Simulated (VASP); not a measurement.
# LiCl (F-43m) in VASP: settings compared

LiCl is run at these levels: HF, HSE06; tasks: single point.

Program: VASP 6.6.1. These are calculated values, not measurements. Logs are shortened: lines on timing, memory, paths and dates and some standing lists are left out, and cuts for length are marked.

## 1. The cell of the first run

It takes space group F-43m (No. 216, cubic). The conventional cell has a = 5.466 Å, b = 5.466 Å, c = 5.466 Å, α = 90.00°, β = 90.00°, γ = 90.00°. Li (site symmetry -43m) has 4 Cl at 2.37 Å within 3.1 Å. Cl (site symmetry -43m) has 4 Li at 2.37 Å within 3.1 Å.

## 2. Single point, HF

The input, POSCAR:

```
LiCl
1.0
    0.0000000000      2.7330437090      2.7330437090
    2.7330437090      0.0000000000      2.7330437090
    2.7330437090      2.7330437090      0.0000000000
Li Cl
1 1
Direct
    0.0000000000      0.0000000000      0.0000000000
    0.2500000000      0.2500000000      0.2500000000
```

The input, INCAR.step1:

```
PREC     = Accurate       # precision mode
ENCUT    = 520            # plane-wave cutoff, eV
EDIFF    = 1E-5           # SCF threshold, eV
ISMEAR   = 0              # smearing method
SIGMA    = 0.01           # smearing width, eV
LREAL    = F              # projectors in reciprocal space
LASPH    = T              # aspherical terms in the spheres
NELM     = 80             # most SCF steps
ALGO     = Normal         # electronic algorithm
ISIF     = 2              # what is computed and relaxed
LWAVE    = T              # write WAVECAR
LCHARG   = F              # write CHGCAR
NBANDS   = 12             # bands
GGA      = PE             # functional
```

The input, INCAR.step2:

```
PREC     = Accurate       # precision mode
ENCUT    = 520            # plane-wave cutoff, eV
EDIFF    = 1E-6           # SCF threshold, eV
ISMEAR   = 0              # smearing method
SIGMA    = 0.01           # smearing width, eV
LREAL    = F              # projectors in reciprocal space
LASPH    = T              # aspherical terms in the spheres
NELM     = 80             # most SCF steps
ALGO     = Normal         # electronic algorithm
ISIF     = 2              # what is computed and relaxed
LWAVE    = F              # write WAVECAR
LCHARG   = F              # write CHGCAR
GGA      = PE             # functional
LHFCALC  = T              # exact exchange
AEXX     = 1.0            # exact-exchange fraction
ALDAC    = 0.0          
AGGAC    = 0.0          
PRECFOCK = Normal       
NBANDS   = 12             # bands
ISTART   = 1
```

The input, KPOINTS:

```
regular mesh
0
Gamma
  6 6 6
```

Potentials or basis: VASP PAW PBE potentials, release 64 (Li_sv, Cl).

On the command line:

```
cat potpaw_PBE.64/Li_sv/POTCAR potpaw_PBE.64/Cl/POTCAR > POTCAR
cp INCAR.step1 INCAR
mpirun -np 1 vasp_std > vasp.out
cp INCAR.step2 INCAR
mpirun -np 1 vasp_std > vasp.out
```

OUTCAR:

```text
PREC = Accurate
   ENCUT = 520
   EDIFF = 1E-6
   ISMEAR = 0
   LREAL = F
   LASPH = T
   NELM = 80
   ISIF = 2
   GGA = PE
   LHFCALC = T
   AEXX = 1.0
   PRECFOCK = Normal
   ISTART = 1

 ion  position               nearest neighbor table
   1  0.000  0.000  0.000-   2 2.37   2 2.37   2 2.37   2 2.37
   2  0.250  0.250  0.250-   1 2.37   1 2.37   1 2.37   1 2.37

  LATTYP: Found a face centered cubic cell.
 ALAT       =     5.4660874180

  Lattice vectors:

 A1 = (   0.0000000000,   2.7330437090,   2.7330437090)
 A2 = (   2.7330437090,   0.0000000000,   2.7330437090)
 A3 = (   2.7330437090,   2.7330437090,   0.0000000000)

Analysis of symmetry for initial positions (statically):
=====================================================================
 Subroutine PRICEL returns:
 Original cell was already a primitive cell.

 Routine SETGRP: Setting up the symmetry group for a
 face centered cubic supercell.

 Subroutine GETGRP returns: Found 24 space group operations
 (whereof 24 operations were pure point group operations)
 out of a pool of 48 trial point group operations.

The static configuration has the point symmetry T_d .

Analysis of symmetry for dynamics (positions and initial velocities):
=====================================================================
 Subroutine PRICEL returns:
 Original cell was already a primitive cell.

 Routine SETGRP: Setting up the symmetry group for a
 face centered cubic supercell.

 Subroutine GETGRP returns: Found 24 space group operations
 (whereof 24 operations were pure point group operations)
 out of a pool of 48 trial point group operations.

The dynamic configuration has the point symmetry T_d .

 Subroutine INISYM returns: Found 24 space group operations
 (whereof 24 operations are pure point group operations),
 and found     1 'primitive' translations

----------------------------------------------------------------------------------------

                                     Primitive cell

  volume of cell :      40.8291

  direct lattice vectors                    reciprocal lattice vectors
     0.000000000  2.733043709  2.733043709    -0.182946214  0.182946214  0.182946214
     2.733043709  0.000000000  2.733043709     0.182946214 -0.182946214  0.182946214
     2.733043709  2.733043709  0.000000000     0.182946214  0.182946214 -0.182946214

  length of vectors
     3.865107480  3.865107480  3.865107480     0.316872138  0.316872138  0.316872138

  position of ions in fractional coordinates (direct lattice)
     0.000000000  0.000000000  0.000000000
     0.250000000  0.250000000  0.250000000

  ion indices of the primitive-cell ions
   primitive index   ion index
                 1           1
                 2           2

----------------------------------------------------------------------------------------

 KPOINTS: regular mesh

Automatic generation of k-mesh.
 Grid dimensions read from file:
 generate k-points for:    6    6    6

 Generating k-lattice:

  Cartesian coordinates                     Fractional coordinates (reciprocal lattice)
    -0.030491036  0.030491036  0.030491036     0.166666667  0.000000000  0.000000000
     0.030491036 -0.030491036  0.030491036     0.000000000  0.166666667  0.000000000
     0.030491036  0.030491036 -0.030491036     0.000000000  0.000000000  0.166666667

  Length of vectors
     0.052812023  0.052812023  0.052812023

  Shift w.r.t. Gamma in fractional coordinates (k-lattice)
     0.000000000  0.000000000  0.000000000

 Subroutine IBZKPT returns following result:
 ===========================================

 Found     16 irreducible k-points:

 Following reciprocal coordinates:
            Coordinates               Weight
  0.000000  0.000000  0.000000      1.000000
  0.166667  0.000000  0.000000      8.000000
  0.333333  0.000000  0.000000      8.000000
  0.500000  0.000000  0.000000      4.000000
  0.166667  0.166667  0.000000      6.000000
  0.333333  0.166667  0.000000     24.000000
[... 8 lines left out ...]
 -0.333333  0.333333  0.166667     24.000000
 -0.333333  0.500000  0.166667     12.000000
   k-points           NKPTS =     16   k-points in BZ     NKDIM =    216   number of bands    NBANDS=     12
   number of dos      NEDOS =    301   number of ions     NIONS =      2
   total plane-waves  NPLWV =  27000
   dimension x,y,z NGX =    30 NGY =   30 NGZ =   30
   dimension x,y,z NGXF=    60 NGYF=   60 NGZF=   60
   ions per type =               1   1
   NGX,Y,Z   is equivalent  to a cutoff of  12.90, 12.90, 12.90 a.u.
   NGXF,Y,Z  is equivalent  to a cutoff of  25.81, 25.81, 25.81 a.u.
 SYSTEM =  unknown system
   PREC   = accura    normal or accurate (medium, high low for compatibility)
   ISTART =      1    job   : 0-new  1-cont  2-samecut
   ICHARG =      0    charge: 1-file 2-atom 10-const
   ISPIN  =      1    spin polarized calculation?
   LNONCOLLINEAR =      F non collinear calculations
   LSORBIT =      F    spin-orbit coupling
   LASPH  =      T    aspherical Exc in radial PAW
   ENCUT  =  520.0 eV  38.22 Ry    6.18 a.u.   7.19  7.19  7.19*2*pi/ulx,y,z
   NELM   =     80;   NELMIN=  2; NELMDL=  0     # of ELM steps
   EDIFF  = 0.1E-05   stopping-criterion for ELM
   LREAL  =      F    real-space projection
   EDIFFG = 0.1E-04   stopping-criterion for IOM
   NSW    =      0    number of steps for IOM
   IBRION =     -1    ionic relax: 0-MD 1-quasi-New 2-CG
   NFREE  =      0    steps in history (QN), initial steepest desc. (CG)
   ISIF   =      2    stress and relaxation
   ISYM   =      3    0-nonsym 1-usesym 2-fastsym
   POTIM  = 0.5000    time-step for ionic-motion
   TEBEG  =    0.0;   TEEND  =   0.0 temperature during run
   PSTRESS=    0.0 pullay stress
   NELECT =      10.0000    total number of electrons
   NUPDOWN=      -1.0000    fix difference up-down
   EMIN   =  10.00;   EMAX   =-10.00  energy-range for DOS
   EFERMI =   0.00;   METHOD = LEGACY
   ISMEAR =     0;   SIGMA  =   0.01  broadening in eV -4-tet -1-fermi 0-gaus
   EFERMI_NEDOS =   21; number of points for ismear=-14 and -15
   IALGO  =     38    algorithm
   IMIX   =      1    mixing-type and parameters
     AMIX     =   0.40;   BMIX     =  1.00
     AMIX_MAG =   1.60;   BMIX_MAG =  1.00
  volume/ion in A,a.u.               =      20.41       137.76
  Fermi-wavevector in a.u.,A,eV,Ry     =   1.024279  1.935607 14.274517  1.049147
  Thomas-Fermi vector in A             =   2.158058
   LORBIT       =      0    0 simple, 1 ext, 2 COOP (PROOUT), +10 PAW based schemes
   GGA     = PE    functional components
   LHFCALC =     T    Hartree Fock is set to
   PRECFOCK=normal    Normal, Fast or Accurate (Low or Medium for compatibility)
   ENCUT4O =  -1.0   cutoff for four orbital integrals eV
   NKREDX  =     1    reduce k-point grid by
   NKREDY  =     1    reduce k-point grid by
   NKREDZ  =     1    reduce k-point grid by
   AEXX    =    1.0000 exact exchange contribution
   HFSCREEN=    0.0000 screening length (either q_TF or 0.3 A-1)
   HFSCREENC=   0.0000 screening length for correlation (either q_TF or 0.3 A-1)
   ENCUTFOCK=  -1.0 apply spherical cutoff to Coloumb kernel
   IVDW    =     0    specifies the selected vdW correction
   LEPSILON=     F    determine dielectric tensor
   LRPA    =     F    only Hartree local field effects (RPA)
 non-spin polarized calculation
 Gauss-broadening in eV      SIGMA  =   0.01
  energy-cutoff  :      520.00
  volume of cell :       40.83
 maximum number of plane-waves:      1113
 NGX is ok and might be reduce to    30
  NGX = 24; NGY = 24; NGZ = 24

 number of electron      10.0000001 magnetization

 Free energy of the ion-electron system (eV)
  ---------------------------------------------------
  ext. energy  EPLUGINS =         0.00000000
  ---------------------------------------------------
  free energy    TOTEN  =       -12.90553561 eV

  energy without entropy =      -12.90553561  energy(sigma->0) =      -12.90553561

 E-fermi :  -5.4690     XC(G=0):   0.0000

 val. band max:       -5.5960862877   @ k =   0.0000   0.0000   0.0000
 cond. band min:       8.8444198142   @ k =   0.0000   0.0000   0.0000
 fundamental gap:     14.4405061019
 Fermi energy:        -5.4690245734

 k-point     1 :       0.0000    0.0000    0.0000
  band No.  band energies     occupation
      1     -59.6831      2.00000
      2     -23.1506      2.00000
      3      -5.5961      2.00000
      4      -5.5961      2.00000
      5      -5.5961      2.00000
      6       8.8444      0.00000
      7      13.8539      0.00000
      8      13.8539      0.00000
      9      13.8539      0.00000
     10      18.8038      0.00000
     11      18.8038      0.00000
     12      21.3048      0.00000

 k-point     2 :       0.1667    0.0000    0.0000
  band No.  band energies     occupation
      1     -59.6825      2.00000
      2     -23.0502      2.00000
      3      -6.3530      2.00000
      4      -5.6956      2.00000
      5      -5.6956      2.00000
      6       9.6214      0.00000
      7      13.9878      0.00000
      8      14.1686      0.00000
      9      14.1686      0.00000
     10      17.7823      0.00000
     11      17.7823      0.00000
     12      19.7846      0.00000

 k-point     3 :       0.3333    0.0000    0.0000
  band No.  band energies     occupation
      1     -59.6813      2.00000
      2     -22.8384      2.00000
      3      -7.6606      2.00000
      4      -5.8851      2.00000
      5      -5.8851      2.00000
      6      10.9558      0.00000
      7      14.0772      0.00000
      8      14.1209      0.00000
      9      14.1209      0.00000
     10      18.5465      0.00000
     11      18.5465      0.00000
     12      19.7907      0.00000
[... 166 lines left out ...]
 k-point    15 :      -0.3333    0.3333    0.1667
  band No.  band energies     occupation
      1     -59.6801      2.00000
      2     -22.6239      2.00000
      3      -7.6947      2.00000
      4      -6.9599      2.00000
      5      -6.4511      2.00000
      6      11.3535      0.00000
      7      13.0920      0.00000
      8      15.3387      0.00000
      9      16.0227      0.00000
     10      17.5598      0.00000
     11      20.2497      0.00000
     12      21.6720      0.00000

 k-point    16 :      -0.3333    0.5000    0.1667
  band No.  band energies     occupation
      1     -59.6798      2.00000
      2     -22.5900      2.00000
      3      -7.5760      2.00000
      4      -6.9659      2.00000
      5      -6.7827      2.00000
      6      10.3973      0.00000
      7      13.6390      0.00000
      8      15.4529      0.00000
      9      16.5753      0.00000
     10      18.5143      0.00000
     11      21.3369      0.00000
     12      21.4402      0.00000

------------------------ aborting loop because EDIFF is reached ----------------------------------------

  FORCE on cell =-STRESS in cart. coord.  units (eV):
  Direction    XX          YY          ZZ          XY          YZ          ZX
  --------------------------------------------------------------------------------------
  -------------------------------------------------------------------------------------
  Total        0.4207314      0.4207314      0.4207314     -0.0000000      0.0000000     -0.0000000
  in kB       16.5099496     16.5099496     16.5099496     -0.0000000      0.0000000     -0.0000000
  external PRESSURE =      16.5099496 kB  Pullay stress =       0.0000000 kB

 VOLUME and BASIS-vectors are now :
 -----------------------------------------------------------------------------
  energy-cutoff  :      520.00
  volume of cell :       40.83
      direct lattice vectors                 reciprocal lattice vectors
     0.000000000  2.733043709  2.733043709    -0.182946214  0.182946214  0.182946214
     2.733043709  0.000000000  2.733043709     0.182946214 -0.182946214  0.182946214
     2.733043709  2.733043709  0.000000000     0.182946214  0.182946214 -0.182946214

 POSITION                                       TOTAL-FORCE (eV/Angst)
 -----------------------------------------------------------------------------------
      0.00000      0.00000      0.00000        -0.000000     -0.000000     -0.000000
      1.36652      1.36652      1.36652         0.000000      0.000000      0.000000
 -----------------------------------------------------------------------------------
    total drift:                               -0.000002     -0.000007     -0.000003

  FREE ENERGIE OF THE ION-ELECTRON SYSTEM (eV)
  ---------------------------------------------------
  free  energy   TOTEN  =       -12.9055356125 eV

  energy  without entropy=      -12.9055356125  energy(sigma->0) =      -12.90553561
```

Run time: 5.5 min. Hardware: 1 thread of Intel Xeon 6975P-C (Granite Rapids), shared host; peak memory 0.18 GiB.

Results:

```
Free energy            : -12.9055 eV
Band gap on the k mesh : 14.44 eV
```

Caveat: the cutoff is under 1.25 times the usual one of these potentials, so pressure, stress and relaxed cells hold a basis-set (Pulay) error; the structure was generated, so it needn't be the stable form of LiCl; the PAW data sets were made with another functional, which shifts forces and pressure a little.

## 3. Single point, HSE06

This run uses another cell than the first one, of 20.57 Å³/atom.

The input, POSCAR:

```
LiCl
1.0
    0.0000000000      2.7399654982      2.7399654982
    2.7399654982      0.0000000000      2.7399654982
    2.7399654982      2.7399654982      0.0000000000
Li Cl
1 1
Direct
    0.0000000000      0.0000000000      0.0000000000
    0.2500000000      0.2500000000      0.2500000000
```

The input, INCAR.step1:

```
  ALGO = Normal
  EDIFF = 1E-5
  ENCUT = 520
  GGA = PE
  ISIF = 2
  ISMEAR = -1
  LASPH = True
  LREAL = False
  LWAVE = True
  NBANDS = 12
  NELM = 80
  PREC = Accurate
  SIGMA = 0.02
```

The input, INCAR.step2:

```
  ALGO = Normal
  EDIFF = 1E-6
  ENCUT = 520
  GGA = PE
  HFSCREEN = 0.2079
  ISIF = 2
  ISMEAR = -1
  ISTART = 1
  LASPH = True
  LCHARG = True
  LELF = True
  LHFCALC = True
  LREAL = False
  LVHAR = True
  LWAVE = False
  NBANDS = 12
  NELM = 80
  PREC = Accurate
  PRECFOCK = Normal
  SIGMA = 0.02
```

The input, KPOINTS:

```
k-points
0
Gamma
  6 6 6
```

Potentials or basis: VASP PAW PBE potentials, release 64 (Li_sv, Cl).

On the command line:

```
cat potpaw_PBE.64/Li_sv/POTCAR potpaw_PBE.64/Cl/POTCAR > POTCAR
cp INCAR.step1 INCAR
mpirun -np 1 vasp_std > vasp.out
cp INCAR.step2 INCAR
mpirun -np 1 vasp_std > vasp.out
```

It took 5.9 min on 1 thread of Intel Xeon 6975P-C (Granite Rapids), shared host; peak memory 0.27 GiB.

Results (log left out):

| Quantity | Value |
| --- | --- |
| Free energy | -8.4940 eV |
| Band gap on the k mesh | 7.36 eV |

Levels at points of the mesh, in eV from the valence-band top:
| k point | band 1 | band 2 | band 3 | band 4 | band 5 | band 6 | band 7 | band 8 | band 9 | band 10 |
| --- | --- | --- | --- | --- | --- | --- | --- | --- | --- | --- |
| (0.00, 0.00, 0.00) | -45.56 | -13.92 | 0.00 | 0.00 | 0.00 | 7.36 | 11.72 | 11.72 | 11.72 | 16.21 |
| (0.50, 0.00, 0.00) | -45.56 | -13.60 | -2.15 | -0.31 | -0.31 | 9.78 | 11.85 | 11.85 | 12.19 | 17.93 |
| (0.50, 0.50, 0.00) | -45.56 | -13.50 | -1.76 | -0.89 | -0.89 | 7.94 | 11.08 | 15.13 | 15.62 | 15.62 |

Caveat: the cutoff is under 1.25 times the usual one of these potentials, so pressure, stress and relaxed cells hold a basis-set (Pulay) error; the structure was generated, so it needn't be the stable form of LiCl; the PAW data sets were made with another functional, which shifts forces and pressure a little.
